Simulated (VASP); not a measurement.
# CaO in VASP: notebook

The runs below take CaO through single point, with PBE.

Everything below comes from runs of VASP 6.6.1. Logs are shortened: lines on timing, memory, paths and dates and some standing lists are left out, and cuts for length are marked.

### Step 1. The cell of the first run

It takes space group Fm-3m (No. 225, cubic). The conventional cell has a = 5.094 Å, b = 5.094 Å, c = 5.094 Å, α = 90.00°, β = 90.00°, γ = 90.00°. Ca (site symmetry m-3m) has 6 O at 2.55 Å within 3.4 Å. Within 3.4 Å of O (site symmetry m-3m) lie 6 Ca at 2.55 Å.

### Step 2. Single point, PBE (strain +0.040 along x and y, +0.040 along z)

Input file INCAR:

```
SYSTEM = CaO
PREC = Accurate ; ENCUT = 520
EDIFF = 1E-6 ; ISMEAR = 0
SIGMA = 0.05 ; LREAL = .False.
LASPH = .True. ; NELM = 60
ALGO = Normal ; ISIF = 2
LWAVE = .False. ; LCHARG = .False.
GGA = PE ; NBANDS = 15
```

Input file KPOINTS:

```
Automatic mesh
0
Gamma
  8 8 8
  0 0 0
```

Input file POSCAR:

```
CaO
1.0
    0.0000000000      2.5469600000      2.5469600000
    2.5469600000      0.0000000000      2.5469600000
    2.5469600000      2.5469600000      0.0000000000
Ca O
1 1
Direct
    0.0000000000      0.0000000000      0.0000000000
    0.5000000000      0.5000000000      0.5000000000
```

Potentials or basis: VASP PAW PBE potentials, release 64 (Ca_sv, O).

Run with:

```
cat potpaw_PBE.64/Ca_sv/POTCAR potpaw_PBE.64/O/POTCAR > POTCAR
mpirun -np 1 vasp_std > vasp.out
```

OUTCAR:

```text
SYSTEM = CaO
   PREC = Accurate
   ENCUT = 520
   EDIFF = 1E-6
   ISMEAR = 0
   LREAL = .False.
   LASPH = .True.
   NELM = 60
   ISIF = 2
   GGA = PE

 ion  position               nearest neighbor table
   1  0.000  0.000  0.000-   2 2.55   2 2.55   2 2.55   2 2.55   2 2.55   2 2.55
   2  0.500  0.500  0.500-   1 2.55   1 2.55   1 2.55   1 2.55   1 2.55   1 2.55

  LATTYP: Found a face centered cubic cell.
 ALAT       =     5.0939200000

  Lattice vectors:

 A1 = (   0.0000000000,   2.5469600000,   2.5469600000)
 A2 = (   2.5469600000,   0.0000000000,   2.5469600000)
 A3 = (   2.5469600000,   2.5469600000,   0.0000000000)

Analysis of symmetry for initial positions (statically):
=====================================================================
 Subroutine PRICEL returns:
 Original cell was already a primitive cell.

 Routine SETGRP: Setting up the symmetry group for a
 face centered cubic supercell.

 Subroutine GETGRP returns: Found 48 space group operations
 (whereof 48 operations were pure point group operations)
 out of a pool of 48 trial point group operations.

The static configuration has the point symmetry O_h .

Analysis of symmetry for dynamics (positions and initial velocities):
=====================================================================
 Subroutine PRICEL returns:
 Original cell was already a primitive cell.

 Routine SETGRP: Setting up the symmetry group for a
 face centered cubic supercell.

 Subroutine GETGRP returns: Found 48 space group operations
 (whereof 48 operations were pure point group operations)
 out of a pool of 48 trial point group operations.

The dynamic configuration has the point symmetry O_h .

 Subroutine INISYM returns: Found 48 space group operations
 (whereof 48 operations are pure point group operations),
 and found     1 'primitive' translations

----------------------------------------------------------------------------------------

                                     Primitive cell

  volume of cell :      33.0443

  direct lattice vectors                    reciprocal lattice vectors
     0.000000000  2.546960000  2.546960000    -0.196312467  0.196312467  0.196312467
     2.546960000  0.000000000  2.546960000     0.196312467 -0.196312467  0.196312467
     2.546960000  2.546960000  0.000000000     0.196312467  0.196312467 -0.196312467

  length of vectors
     3.601945375  3.601945375  3.601945375     0.340023166  0.340023166  0.340023166

  position of ions in fractional coordinates (direct lattice)
     0.000000000  0.000000000  0.000000000
     0.500000000  0.500000000  0.500000000

  ion indices of the primitive-cell ions
   primitive index   ion index
                 1           1
                 2           2

----------------------------------------------------------------------------------------

 KPOINTS: Automatic mesh

Automatic generation of k-mesh.
 Grid dimensions read from file:
 generate k-points for:    8    8    8

 Generating k-lattice:

  Cartesian coordinates                     Fractional coordinates (reciprocal lattice)
    -0.024539058  0.024539058  0.024539058     0.125000000  0.000000000  0.000000000
     0.024539058 -0.024539058  0.024539058     0.000000000  0.125000000  0.000000000
     0.024539058  0.024539058 -0.024539058     0.000000000  0.000000000  0.125000000

  Length of vectors
     0.042502896  0.042502896  0.042502896

  Shift w.r.t. Gamma in fractional coordinates (k-lattice)
     0.000000000  0.000000000  0.000000000

 Subroutine IBZKPT returns following result:
 ===========================================

 Found     29 irreducible k-points:

 Following reciprocal coordinates:
            Coordinates               Weight
  0.000000  0.000000  0.000000      1.000000
  0.125000  0.000000  0.000000      8.000000
  0.250000  0.000000  0.000000      8.000000
  0.375000  0.000000  0.000000      8.000000
  0.500000  0.000000  0.000000      4.000000
  0.125000  0.125000  0.000000      6.000000
[... 16 lines left out ...]
  0.500000  0.250000  0.125000     48.000000
 -0.375000  0.250000  0.125000     24.000000
 [... further k-points ...]
   k-points           NKPTS =     29   k-points in BZ     NKDIM =     29   number of bands    NBANDS=     15
   number of dos      NEDOS =    301   number of ions     NIONS =      2
   total plane-waves  NPLWV =  21952
   dimension x,y,z NGX =    28 NGY =   28 NGZ =   28
   dimension x,y,z NGXF=    56 NGYF=   56 NGZF=   56
   ions per type =               1   1
   NGX,Y,Z   is equivalent  to a cutoff of  12.92, 12.92, 12.92 a.u.
   NGXF,Y,Z  is equivalent  to a cutoff of  25.85, 25.85, 25.85 a.u.
 SYSTEM =  CaO
   PREC   = accura    normal or accurate (medium, high low for compatibility)
   ISTART =      0    job   : 0-new  1-cont  2-samecut
   ICHARG =      2    charge: 1-file 2-atom 10-const
   ISPIN  =      1    spin polarized calculation?
   LNONCOLLINEAR =      F non collinear calculations
   LSORBIT =      F    spin-orbit coupling
   LASPH  =      T    aspherical Exc in radial PAW
   ENCUT  =  520.0 eV  38.22 Ry    6.18 a.u.   6.70  6.70  6.70*2*pi/ulx,y,z
   NELM   =     60;   NELMIN=  2; NELMDL= -5     # of ELM steps
   EDIFF  = 0.1E-05   stopping-criterion for ELM
   LREAL  =      F    real-space projection
   EDIFFG = 0.1E-04   stopping-criterion for IOM
   NSW    =      0    number of steps for IOM
   IBRION =     -1    ionic relax: 0-MD 1-quasi-New 2-CG
   NFREE  =      0    steps in history (QN), initial steepest desc. (CG)
   ISIF   =      2    stress and relaxation
   ISYM   =      2    0-nonsym 1-usesym 2-fastsym
   POTIM  = 0.5000    time-step for ionic-motion
   TEBEG  =    0.0;   TEEND  =   0.0 temperature during run
   PSTRESS=    0.0 pullay stress
   NELECT =      16.0000    total number of electrons
   NUPDOWN=      -1.0000    fix difference up-down
   EMIN   =  10.00;   EMAX   =-10.00  energy-range for DOS
   EFERMI =   0.00;   METHOD = LEGACY
   ISMEAR =     0;   SIGMA  =   0.05  broadening in eV -4-tet -1-fermi 0-gaus
   EFERMI_NEDOS =   21; number of points for ismear=-14 and -15
   IALGO  =     38    algorithm
   IMIX   =      4    mixing-type and parameters
     AMIX     =   0.40;   BMIX     =  1.00
     AMIX_MAG =   1.60;   BMIX_MAG =  1.00
  volume/ion in A,a.u.               =      16.52       111.50
  Fermi-wavevector in a.u.,A,eV,Ry     =   1.285531  2.429302 22.484867  1.652591
  Thomas-Fermi vector in A             =   2.417660
   LORBIT       =      0    0 simple, 1 ext, 2 COOP (PROOUT), +10 PAW based schemes
   GGA     = PE    functional components
   LHFCALC =     F    Hartree Fock is set to
   AEXX    =    0.0000 exact exchange contribution
   IVDW    =     0    specifies the selected vdW correction
   LEPSILON=     F    determine dielectric tensor
   LRPA    =     F    only Hartree local field effects (RPA)
 non-spin polarized calculation
 Gauss-broadening in eV      SIGMA  =   0.05
  energy-cutoff  :      520.00
  volume of cell :       33.04
 maximum number of plane-waves:       905
   NGX = 13   NGY = 13   NGZ = 13

 number of electron      15.9999997 magnetization

 Free energy of the ion-electron system (eV)
  ---------------------------------------------------
  ext. energy  EPLUGINS =         0.00000000
  ---------------------------------------------------
  free energy    TOTEN  =       -12.61418727 eV

  energy without entropy =      -12.61418727  energy(sigma->0) =      -12.61418727

 E-fermi :   1.7354     XC(G=0):  -9.6585

 val. band max:        1.4539272093   @ k =   0.0000   0.0000   0.0000
 cond. band min:       4.8939479719   @ k =   0.0000   0.0000   0.0000
 fundamental gap:      3.4400207625
 Fermi energy:         1.7354404892

 k-point     1 :       0.0000    0.0000    0.0000
  band No.  band energies     occupation
      1     -36.9452      2.00000
      2     -17.7974      2.00000
      3     -17.7974      2.00000
      4     -17.7974      2.00000
      5     -13.7601      2.00000
      6       1.4539      2.00000
      7       1.4539      2.00000
      8       1.4539      2.00000
      9       4.8939      0.00000
     10       7.2094      0.00000
     11       7.2094      0.00000
     12       7.2094      0.00000
     13       8.4327      0.00000
     14       8.4327      0.00000
     15      15.4304      0.00000

 k-point     2 :       0.1250    0.0000    0.0000
  band No.  band energies     occupation
      1     -36.9385      2.00000
      2     -17.8852      2.00000
      3     -17.8024      2.00000
      4     -17.8024      2.00000
      5     -13.6583      2.00000
      6       0.9676      2.00000
      7       1.2996      2.00000
      8       1.2997      2.00000
      9       5.5447      0.00000
     10       7.1626      0.00000
     11       7.4203      0.00000
     12       7.4203      0.00000
     13       8.7058      0.00000
     14       8.7058      0.00000
     15      15.8118      0.00000

 k-point     3 :       0.2500    0.0000    0.0000
  band No.  band energies     occupation
      1     -36.9223      2.00000
      2     -18.0824      2.00000
      3     -17.8143      2.00000
      4     -17.8143      2.00000
      5     -13.4258      2.00000
      6       0.1099      2.00000
      7       0.9627      2.00000
      8       0.9627      2.00000
      9       6.8498      0.00000
     10       7.2263      0.00000
     11       7.9688      0.00000
     12       7.9688      0.00000
     13       9.3728      0.00000
     14       9.3728      0.00000
     15      15.5901      0.00000
[... 343 lines left out ...]
 k-point    23 :       0.5000    0.2500    0.1250
  band No.  band energies     occupation
      1     -36.8975      2.00000
      2     -18.1886      2.00000
      3     -17.9190      2.00000
      4     -17.8542      2.00000
      5     -13.2876      2.00000
      6      -0.2824      2.00000
      7       0.6035      2.00000
      8       0.7348      2.00000
      9       6.8610      0.00000
     10       7.9222      0.00000
     11       8.8966      0.00000
     12       8.9868      0.00000
     13      10.0821      0.00000
     14      11.0019      0.00000
     15      14.1400      0.00000

 k-point    24 :      -0.3750    0.2500    0.1250
  band No.  band energies     occupation
      1     -36.8921      2.00000
      2     -18.2227      2.00000
      3     -17.9279      2.00000
      4     -17.8671      2.00000
      5     -13.2497      2.00000
      6      -0.3327      2.00000
      7       0.4925      2.00000
      8       0.6200      2.00000
      9       7.5102      0.00000
     10       7.5737      0.00000
     11       9.1401      0.00000
     12       9.2014      0.00000
     13      10.3230      0.00000
     14      11.7527      0.00000
     15      13.1172      0.00000

 [... further k-points ...]

------------------------ aborting loop because EDIFF is reached ----------------------------------------

  FORCE on cell =-STRESS in cart. coord.  units (eV):
  Direction    XX          YY          ZZ          XY          YZ          ZX
  --------------------------------------------------------------------------------------
  -------------------------------------------------------------------------------------
  Total       -2.3949544     -2.3949544     -2.3949544     -0.0000000      0.0000000     -0.0000000
  in kB     -116.1211875   -116.1211875   -116.1211875     -0.0000000      0.0000000     -0.0000000
  external PRESSURE =    -116.1211875 kB  Pullay stress =       0.0000000 kB

 VOLUME and BASIS-vectors are now :
 -----------------------------------------------------------------------------
  energy-cutoff  :      520.00
  volume of cell :       33.04
      direct lattice vectors                 reciprocal lattice vectors
     0.000000000  2.546960000  2.546960000    -0.196312467  0.196312467  0.196312467
     2.546960000  0.000000000  2.546960000     0.196312467 -0.196312467  0.196312467
     2.546960000  2.546960000  0.000000000     0.196312467  0.196312467 -0.196312467

 POSITION                                       TOTAL-FORCE (eV/Angst)
 -----------------------------------------------------------------------------------
      0.00000      0.00000      0.00000        -0.000000      0.000000      0.000000
      2.54696      2.54696      2.54696         0.000000     -0.000000     -0.000000
 -----------------------------------------------------------------------------------
    total drift:                                0.000000      0.000000      0.000000

  FREE ENERGIE OF THE ION-ELECTRON SYSTEM (eV)
  ---------------------------------------------------
  free  energy   TOTEN  =       -12.6141872721 eV

  energy  without entropy=      -12.6141872721  energy(sigma->0) =      -12.61418727
```

Run time: 11 s. Hardware: 1 thread of Intel Xeon Platinum 8488C (Sapphire Rapids), shared host; peak memory 0.16 GiB.

What came out:

| Quantity | Value |
| --- | --- |
| Free energy | -12.6142 eV |
| Pressure | -11.6 GPa |
| Band gap on the k mesh | 3.44 eV, direct |

Levels at points of the mesh, in eV from the valence-band top:
```csv
k point,band 5,band 6,band 7,band 8,band 9,band 10,band 11,band 12
"(0.00, 0.00, 0.00)",-15.21,0.00,0.00,0.00,3.44,5.76,5.76,5.76
"(0.50, 0.00, 0.00)",-14.58,-2.25,-0.90,-0.90,6.24,7.24,7.41,7.41
"(0.50, 0.50, 0.00)",-15.00,-1.31,-0.39,-0.39,3.62,6.83,7.90,8.38
```

Caveat: the cell differs from its parent crystal (strain +0.040 along x and y, +0.040 along z). A k mesh can miss the band edges.

[end of part 1 of 2]
